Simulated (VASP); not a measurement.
# CoO (R-3m) in VASP: a series of runs

CoO is run at these levels: PBE+U; tasks: single point.

Everything below comes from runs of VASP 6.6.1. Logs are shortened: lines on timing, memory, paths and dates and some standing lists are left out, and cuts for length are marked.

## Step 1: The cell of the first run

The structure is trigonal, space group R-3m (No. 166). The conventional cell has a = 2.858 Å, b = 2.858 Å, c = 6.902 Å, α = 90.00°, β = 90.00°, γ = 120.00°. Co (site symmetry -3m) has 6 O at 2.01 Å within 2.7 Å. O (site symmetry -3m) has 6 Co at 2.01 Å within 2.7 Å.

## Step 2: Single point, PBE+U, collinear spin, ferromagnetic start

INCAR reads:

```
SYSTEM = CoO
  ALGO = Normal
  EDIFF = 1E-6
  ENCUT = 700
  GGA = PE
  GGA_COMPAT = .FALSE.
  ISIF = 2
  ISMEAR = 0
  ISPIN = 2
  LASPH = .TRUE.
  LCHARG = .FALSE.
  LDAU = .TRUE.
  LDAUJ = 0 0
  LDAUL = 2 -1
  LDAUPRINT = 1
  LDAUTYPE = 2
  LDAUU = 3.32 0
  LMAXMIX = 4
  LORBIT = 11
  LREAL = .FALSE.
  LWAVE = .FALSE.
  MAGMOM = 2.79 0.3
  NBANDS = 22
  NELM = 200
  PREC = Accurate
  SIGMA = 0.02
```

KPOINTS reads:

```
k-points
0
G
  12 12 12
  0 0 0
```

POSCAR reads:

```
CoO
1.0
    1.4288838134      0.8249664542      2.3007894517
   -1.4288838134      0.8249664542      2.3007894517
    0.0000000000     -1.6499329086      2.3007894517
Co O
1 1
Direct
    0.0000000000      0.0000000000      0.0000000000
    0.5000000000      0.5000000000      0.5000000000
```

Potentials or basis: VASP PAW PBE potentials, release 64 (Co_sv, O).

Launch:

```console
$ cat potpaw_PBE.64/Co_sv/POTCAR potpaw_PBE.64/O/POTCAR > POTCAR
$ mpirun -np 1 vasp_std > vasp.out
```

OUTCAR:

```text
SYSTEM = CoO
   EDIFF = 1E-6
   ENCUT = 700
   GGA = PE
   ISIF = 2
   ISMEAR = 0
   ISPIN = 2
   LASPH = .TRUE.
   LORBIT = 11
   LREAL = .FALSE.
   NELM = 200
   PREC = Accurate

 ion  position               nearest neighbor table
   1  0.000  0.000  0.000-   2 2.01   2 2.01   2 2.01   2 2.01   2 2.01   2 2.01
   2  0.500  0.500  0.500-   1 2.01   1 2.01   1 2.01   1 2.01   1 2.01   1 2.01

  LATTYP: Found a trigonal (rhomboedric) cell.
 ALAT       =     2.8312383693
 COS(alpha) =     0.4905859041

  Lattice vectors:

 A1 = (   1.4288838134,   0.8249664542,   2.3007894517)
 A2 = (  -1.4288838134,   0.8249664542,   2.3007894517)
 A3 = (   0.0000000000,  -1.6499329086,   2.3007894517)

Analysis of symmetry for initial positions (statically):
=====================================================================
 Subroutine PRICEL returns:
 Original cell was already a primitive cell.

 Routine SETGRP: Setting up the symmetry group for a
 trigonal (rhombohedral) supercell.

 Subroutine GETGRP returns: Found 12 space group operations
 (whereof 12 operations were pure point group operations)
 out of a pool of 12 trial point group operations.

The static configuration has the point symmetry D_3d.

Analysis of symmetry for dynamics (positions and initial velocities):
=====================================================================
 Subroutine PRICEL returns:
 Original cell was already a primitive cell.

 Routine SETGRP: Setting up the symmetry group for a
 trigonal (rhombohedral) supercell.

 Subroutine GETGRP returns: Found 12 space group operations
 (whereof 12 operations were pure point group operations)
 out of a pool of 12 trial point group operations.

The dynamic configuration has the point symmetry D_3d.

Analysis of structural, dynamic, and magnetic symmetry:
=====================================================================
 Subroutine PRICEL returns:
 Original cell was already a primitive cell.

 Routine SETGRP: Setting up the symmetry group for a
 trigonal (rhombohedral) supercell.

 Subroutine GETGRP returns: Found 12 space group operations
 (whereof 12 operations were pure point group operations)
 out of a pool of 12 trial point group operations.

The overall configuration has the point symmetry D_3d.

 Subroutine INISYM returns: Found 12 space group operations
 (whereof 12 operations are pure point group operations),
 and found     1 'primitive' translations

----------------------------------------------------------------------------------------

                                     Primitive cell

  volume of cell :      16.2728

  direct lattice vectors                    reciprocal lattice vectors
     1.428883813  0.824966454  2.300789452     0.349923482  0.202028417  0.144877808
    -1.428883813  0.824966454  2.300789452    -0.349923482  0.202028417  0.144877808
     0.000000000 -1.649932909  2.300789452     0.000000000 -0.404056834  0.144877808

  length of vectors
     2.831238369  2.831238369  2.831238369     0.429245273  0.429245273  0.429245273

  position of ions in fractional coordinates (direct lattice)
     0.000000000  0.000000000  0.000000000
     0.500000000  0.500000000  0.500000000

  ion indices of the primitive-cell ions
   primitive index   ion index
                 1           1
                 2           2

----------------------------------------------------------------------------------------

 KPOINTS: k-points

Automatic generation of k-mesh.
 Grid dimensions read from file:
 generate k-points for:   12   12   12

 Generating k-lattice:

  Cartesian coordinates                     Fractional coordinates (reciprocal lattice)
     0.029160290  0.016835701  0.012073151     0.083333333  0.000000000 -0.000000000
    -0.029160290  0.016835701  0.012073151     0.000000000  0.083333333 -0.000000000
     0.000000000 -0.033671403  0.012073151     0.000000000  0.000000000  0.083333333

  Length of vectors
     0.035770439  0.035770439  0.035770439

  Shift w.r.t. Gamma in fractional coordinates (k-lattice)
     0.000000000  0.000000000  0.000000000

 Subroutine IBZKPT returns following result:
 ===========================================

 Found    189 irreducible k-points:

 Following reciprocal coordinates:
            Coordinates               Weight
  0.000000  0.000000  0.000000      1.000000
  0.083333  0.000000  0.000000      6.000000
  0.166667  0.000000  0.000000      6.000000
  0.250000  0.000000  0.000000      6.000000
  0.333333 -0.000000  0.000000      6.000000
  0.416667  0.000000  0.000000      6.000000
[... 16 lines left out ...]
  0.500000  0.166667 -0.000000     12.000000
 -0.416667  0.166667  0.000000     12.000000
 [... further k-points ...]
   k-points           NKPTS =    189   k-points in BZ     NKDIM =    189   number of bands    NBANDS=     22
   number of dos      NEDOS =    301   number of ions     NIONS =      2
   total plane-waves  NPLWV =  13824
   dimension x,y,z NGX =    24 NGY =   24 NGZ =   24
   dimension x,y,z NGXF=    48 NGYF=   48 NGZF=   48
   ions per type =               1   1
   NGX,Y,Z   is equivalent  to a cutoff of  14.09, 14.09, 14.09 a.u.
   NGXF,Y,Z  is equivalent  to a cutoff of  28.18, 28.18, 28.18 a.u.
 SYSTEM =  CoO
   PREC   = accura    normal or accurate (medium, high low for compatibility)
   ISTART =      0    job   : 0-new  1-cont  2-samecut
   ICHARG =      2    charge: 1-file 2-atom 10-const
   ISPIN  =      2    spin polarized calculation?
   LNONCOLLINEAR =      F non collinear calculations
   LSORBIT =      F    spin-orbit coupling
   LASPH  =      T    aspherical Exc in radial PAW
   ENCUT  =  700.0 eV  51.45 Ry    7.17 a.u.   6.11  6.11  6.11*2*pi/ulx,y,z
   NELM   =    200;   NELMIN=  2; NELMDL= -5     # of ELM steps
   EDIFF  = 0.1E-05   stopping-criterion for ELM
   LREAL  =      F    real-space projection
   EDIFFG = 0.1E-04   stopping-criterion for IOM
   NSW    =      0    number of steps for IOM
   IBRION =     -1    ionic relax: 0-MD 1-quasi-New 2-CG
   NFREE  =      0    steps in history (QN), initial steepest desc. (CG)
   ISIF   =      2    stress and relaxation
   ISYM   =      2    0-nonsym 1-usesym 2-fastsym
   POTIM  = 0.5000    time-step for ionic-motion
   TEBEG  =    0.0;   TEEND  =   0.0 temperature during run
   PSTRESS=    0.0 pullay stress
   NELECT =      23.0000    total number of electrons
   NUPDOWN=      -1.0000    fix difference up-down
   EMIN   =  10.00;   EMAX   =-10.00  energy-range for DOS
   EFERMI =   0.00;   METHOD = LEGACY
   ISMEAR =     0;   SIGMA  =   0.02  broadening in eV -4-tet -1-fermi 0-gaus
   EFERMI_NEDOS =   21; number of points for ismear=-14 and -15
   IALGO  =     38    algorithm
   IMIX   =      4    mixing-type and parameters
     AMIX     =   0.40;   BMIX     =  1.00
     AMIX_MAG =   1.60;   BMIX_MAG =  1.00
  volume/ion in A,a.u.               =       8.14        54.91
  Fermi-wavevector in a.u.,A,eV,Ry     =   1.837231  3.471862 45.925325  3.375416
  Thomas-Fermi vector in A             =   2.890252
   LORBIT       =     11    0 simple, 1 ext, 2 COOP (PROOUT), +10 PAW based schemes
 LDA+U is selected, type is set to LDAUTYPE =  2
   angular momentum for each species LDAUL =     2   -1
   U (eV)           for each species LDAUU =   3.3  0.0
   J (eV)           for each species LDAUJ =   0.0  0.0
   GGA     = PE    functional components
   LHFCALC =     F    Hartree Fock is set to
   AEXX    =    0.0000 exact exchange contribution
   IVDW    =     0    specifies the selected vdW correction
   LEPSILON=     F    determine dielectric tensor
   LRPA    =     F    only Hartree local field effects (RPA)
 spin polarized calculation
 Gauss-broadening in eV      SIGMA  =   0.02
  energy-cutoff  :      700.00
  volume of cell :       16.27
 maximum number of plane-waves:       700
   NGX = 13   NGY = 13   NGZ = 13

atom =   1  type =  1  l = 2

 onsite density matrix

spin component  1

  0.9393  0.0000 -0.0000 -0.0189  0.0000
  0.0000  0.9518 -0.0000 -0.0000 -0.0189
 -0.0000 -0.0000  0.9206 -0.0000 -0.0000
 -0.0189 -0.0000 -0.0000  0.9518  0.0000
  0.0000 -0.0189 -0.0000  0.0000  0.9393

spin component  2

  0.4071 -0.0000  0.0000  0.1312  0.0000
 -0.0000  0.1742 -0.0000  0.0000  0.1312
  0.0000 -0.0000  0.9006  0.0000 -0.0000
  0.1312  0.0000  0.0000  0.1742 -0.0000
  0.0000  0.1312 -0.0000 -0.0000  0.4071

 occupancies and eigenvectors

  o =  0.1152  v =  0.0000  0.0000  0.0000  0.0000  0.0000 -0.0000 -0.9121 -0.0000  0.0000  0.4099      0.0000  0.0000  0.0000  0.0000  0.0000  0.0000  0.0000  0.0000  0.0000  0.0000
  o =  0.1152  v =  0.0000  0.0000  0.0000  0.0000  0.0000 -0.4099  0.0000  0.0000  0.9121 -0.0000      0.0000  0.0000  0.0000  0.0000  0.0000  0.0000  0.0000  0.0000  0.0000  0.0000
  o =  0.4660  v =  0.0000  0.0000  0.0000  0.0000  0.0000  0.9121  0.0000  0.0000  0.4099  0.0000      0.0000  0.0000  0.0000  0.0000  0.0000  0.0000  0.0000  0.0000  0.0000  0.0000
  o =  0.4660  v =  0.0000  0.0000  0.0000  0.0000  0.0000 -0.0000  0.4099  0.0000 -0.0000  0.9121      0.0000  0.0000  0.0000  0.0000  0.0000  0.0000  0.0000  0.0000  0.0000  0.0000
  o =  0.9006  v =  0.0000  0.0000  0.0000  0.0000  0.0000  0.0000 -0.0000  1.0000  0.0000 -0.0000      0.0000  0.0000  0.0000  0.0000  0.0000  0.0000  0.0000  0.0000  0.0000  0.0000
  o =  0.9206  v =  0.0000  0.0000  1.0000 -0.0000  0.0000  0.0000  0.0000  0.0000  0.0000  0.0000      0.0000  0.0000  0.0000  0.0000  0.0000  0.0000  0.0000  0.0000  0.0000  0.0000
  o =  0.9256  v = -0.8107  0.0000 -0.0000 -0.5855  0.0000  0.0000  0.0000  0.0000  0.0000  0.0000      0.0000  0.0000  0.0000  0.0000  0.0000  0.0000  0.0000  0.0000  0.0000  0.0000
  o =  0.9256  v =  0.0000  0.5855 -0.0000  0.0000  0.8107  0.0000  0.0000  0.0000  0.0000  0.0000      0.0000  0.0000  0.0000  0.0000  0.0000  0.0000  0.0000  0.0000  0.0000  0.0000
  o =  0.9655  v =  0.0000  0.8107  0.0000  0.0000 -0.5855  0.0000  0.0000  0.0000  0.0000  0.0000      0.0000  0.0000  0.0000  0.0000  0.0000  0.0000  0.0000  0.0000  0.0000  0.0000
  o =  0.9655  v = -0.5855 -0.0000  0.0000  0.8107 -0.0000  0.0000  0.0000  0.0000  0.0000  0.0000      0.0000  0.0000  0.0000  0.0000  0.0000  0.0000  0.0000  0.0000  0.0000  0.0000

 number of electron      22.9999988 magnetization       2.9999946

 Free energy of the ion-electron system (eV)
  ---------------------------------------------------
  ext. energy  EPLUGINS =         0.00000000
  ---------------------------------------------------
  free energy    TOTEN  =       -10.79300065 eV

  energy without entropy =      -10.79271184  energy(sigma->0) =      -10.79285624

 E-fermi :  11.5797     XC(G=0): -13.7196

 val. band max:       11.5759341465   @ k =  -0.1667   0.1667   0.1667
 cond. band min:      11.5806270192   @ k =  -0.2500   0.1667   0.0833
 fundamental gap:      0.0046928727
 Fermi energy:        11.5796827118

 spin component 1

 k-point     1 :       0.0000    0.0000    0.0000
  band No.  band energies     occupation
      1     -85.4315      1.00000
      2     -48.8600      1.00000
      3     -48.8600      1.00000
      4     -48.3175      1.00000
      5     -10.0332      1.00000
      6       6.6195      1.00000
[... 14 lines left out ...]
     21      36.5743      0.00000
     22      37.9703      0.00000
[... 552 lines left out ...]
  band No.  band energies     occupation
      1     -85.4219      1.00000
      2     -48.9247      1.00000
      3     -48.8802      1.00000
      4     -48.3414      1.00000
      5      -8.2691      1.00000
      6       2.2657      1.00000
[... 14 lines left out ...]
     21      41.6020      0.00000
     22      42.9575      0.00000

 [... further k-points ...]

 spin component 2

 k-point     1 :       0.0000    0.0000    0.0000
  band No.  band energies     occupation
      1     -82.1988      1.00000
      2     -45.6094      1.00000
      3     -45.6094      1.00000
      4     -45.3452      1.00000
      5      -9.5581      1.00000
      6       8.5328      1.00000
[... 14 lines left out ...]
     21      37.5750      0.00000
     22      40.2118      0.00000
[... 552 lines left out ...]
  band No.  band energies     occupation
      1     -82.1879      1.00000
      2     -45.6869      1.00000
      3     -45.6332      1.00000
      4     -45.3720      1.00000
      5      -7.7035      1.00000
      6       3.0714      1.00000
[... 14 lines left out ...]
     21      42.0864      0.00000
     22      43.9880      0.00000

 [... further k-points ...]
[... 5 lines left out ...]
  --------------------------------------------------------------------------------------
  -------------------------------------------------------------------------------------
  Total        5.0786777      5.0786777      4.7979814     -0.0000000     -0.0000000     -0.0000000
  in kB      500.0344171    500.0344171    472.3977337     -0.0000000     -0.0000000     -0.0000000
  external PRESSURE =     490.8221893 kB  Pullay stress =       0.0000000 kB

 VOLUME and BASIS-vectors are now :
 -----------------------------------------------------------------------------
  energy-cutoff  :      700.00
  volume of cell :       16.27
      direct lattice vectors                 reciprocal lattice vectors
     1.428883813  0.824966454  2.300789452     0.349923482  0.202028417  0.144877808
    -1.428883813  0.824966454  2.300789452    -0.349923482  0.202028417  0.144877808
     0.000000000 -1.649932909  2.300789452     0.000000000 -0.404056834  0.144877808

 POSITION                                       TOTAL-FORCE (eV/Angst)
 -----------------------------------------------------------------------------------
      0.00000      0.00000      0.00000         0.000000     -0.000000     -0.000000
      0.00000     -0.00000      3.45118         0.000000      0.000000      0.000000
 -----------------------------------------------------------------------------------
    total drift:                               -0.000000     -0.000000     -0.000000

  FREE ENERGIE OF THE ION-ELECTRON SYSTEM (eV)
  ---------------------------------------------------
  free  energy   TOTEN  =       -10.7930006453 eV

  energy  without entropy=      -10.7927118440  energy(sigma->0) =      -10.79285624

 total charge

# of ion       s       p       d       tot
------------------------------------------
    1        2.168   6.100   6.738  15.005
    2        1.551   3.563   0.000   5.113
--------------------------------------------------
tot          3.718   9.662   6.738  20.118

 magnetization (x)

# of ion       s       p       d       tot
------------------------------------------
    1        0.015   0.013   2.635   2.663
    2        0.032   0.251   0.000   0.283
--------------------------------------------------
tot          0.047   0.264   2.635   2.946
```

It took 2.1 min on 1 thread of AMD EPYC 9R45 (Zen 5), shared host; peak memory 0.24 GiB.

What came out:

```yaml
Free_energy: -10.7930 eV
Pressure: 49.1 GPa
Band_gap_on_the_k_mesh: zero (filled and empty bands overlap)
Net_moment: 3.00 μB per cell
Site_moments: Co +2.66; O +0.28 μB
Valence_electrons_inside_the_program's_atomic_spheres: Co 15.01; O 5.11
```

Levels at points of the mesh, in eV from the Fermi level:
Spin up:
```tsv
k point	band 11	band 12	band 13	band 14	band 15	band 16
(0.00, 0.00, 0.00)	-3.61	-3.61	-3.46	2.21	17.41	18.87
(0.50, 0.00, 0.00)	-2.90	-0.09	-0.07	5.58	11.16	14.59
(0.50, 0.50, 0.00)	-3.66	-3.53	-3.08	7.18	11.20	12.07
(0.50, 0.50, 0.50)	-2.32	-0.08	-0.08	5.51	11.41	14.42
```
Spin down:
```
           k point  band 8  band 9  band 10  band 11  band 12  band 13
(0.00, 0.00, 0.00)   -2.95   -2.66    -1.24    -1.24     1.21     1.21
(0.50, 0.00, 0.00)   -5.30   -1.27     0.03     0.62     4.37     4.49
(0.50, 0.50, 0.00)   -4.47   -3.38    -0.43     0.42     1.99     2.69
(0.50, 0.50, 0.50)   -5.51   -0.81     0.40     0.40     4.40     4.40
```

Eigenvalues of the final occupation matrices:
```
    site  spin  trace               eigenvalues
site 1 d     1   4.70  0.92 0.93 0.93 0.97 0.97
site 1 d     2   2.06  0.12 0.12 0.47 0.47 0.90
```

Caveat: the cell stands under pressure; a cell with one magnetic atom can't hold antiferromagnetic order, which such compounds often take. The state reached can hang on the start; a lower one may exist.

## Step 3: Single point, PBE+U, collinear spin, ferromagnetic start (8.90 Å³/atom)

This run uses another cell than the first one, of 8.90 Å³/atom.

INCAR reads:

```
PREC = Accurate
ENCUT = 520
EDIFF = 1E-7
ISMEAR = 0
SIGMA = 0.02
LREAL = F
LASPH = T
NELM = 150
ALGO = Normal
ISIF = 2
LWAVE = F
LCHARG = T
ISPIN = 2
MAGMOM = 2.88 0.24
LORBIT = 11
LMAXMIX = 4
LDAU = T
LDAUTYPE = 2
LDAUL = 2 -1
LDAUU = 3.32 0
LDAUJ = 0 0
LDAUPRINT = 1
GGA = PE
LELF = T
LVHAR = T
NBANDS = 18
```

KPOINTS reads:

```
Automatic mesh
0
Gamma
  12 12 12
```

POSCAR reads:

```
CoO
1.0
    1.4726402129      0.8502292234      2.3703205578
   -1.4726402129      0.8502292234      2.3703205578
    0.0000000000     -1.7004584466      2.3703205579
Co O
1 1
Direct
    0.0000000000      0.0000000000      0.0000000000
    0.5000000000      0.5000000000      0.5000000000
```

Potentials or basis: VASP PAW PBE potentials, release 64 (Co, O).

Launch:

```console
$ cat potpaw_PBE.64/Co/POTCAR potpaw_PBE.64/O/POTCAR > POTCAR
$ mpirun -np 1 vasp_std > vasp.out
```

It took 54 s on 1 thread of Intel Xeon 6975P-C (Granite Rapids), shared host; peak memory 0.23 GiB.

The run converged. Its results:

* Free energy: -11.4076 eV
* Pressure: 17.9 GPa
* Band gap on the k mesh: zero (filled and empty bands overlap)
* Net moment: 3.00 μB per cell
* Site moments: Co +2.72; O +0.27 μB
* Valence electrons inside the program's atomic spheres: Co 7.95; O 5.05

Stress tensor (GPa, compression positive):
```
18.53  0.00  0.00
 0.00 18.53  0.00
 0.00  0.00 16.67
```

Levels at points of the mesh, in eV from the Fermi level:
Spin up:
```
           k point  band 6  band 7  band 8  band 9  band 10  band 11  band 12  band 13
(0.00, 0.00, 0.00)   -4.10   -3.06   -3.06   -2.93     1.76    17.38    17.77    17.77
(0.50, 0.00, 0.00)   -3.51   -2.97   -0.30   -0.27     5.55    10.34    14.15    14.45
(0.50, 0.50, 0.00)   -4.30   -3.83   -3.76   -3.21     6.63    10.72    11.40    16.85
(0.50, 0.50, 0.50)   -4.06   -2.43   -0.29   -0.29     5.47    10.58    13.96    13.96
```
Spin down:
```
           k point  band 4  band 5  band 6  band 7  band 8  band 9
(0.00, 0.00, 0.00)   -2.54   -2.44   -1.04   -1.04    1.38    1.38
(0.50, 0.00, 0.00)   -4.44   -1.40    0.00    0.57    4.04    4.16
(0.50, 0.50, 0.00)   -3.82   -3.07   -0.52    0.31    2.04    2.48
(0.50, 0.50, 0.50)   -4.72   -0.98    0.42    0.42    4.05    4.05
```

Eigenvalues of the final occupation matrices:
```
    site  spin  trace               eigenvalues
site 1 d     1   4.96  0.97 0.97 0.97 1.02 1.02
site 1 d     2   2.28  0.14 0.14 0.51 0.51 0.96
```

Caveat: the cell stands under pressure; a cell with one magnetic atom can't hold antiferromagnetic order, which such compounds often take. The state reached can hang on the start; a lower one may exist.
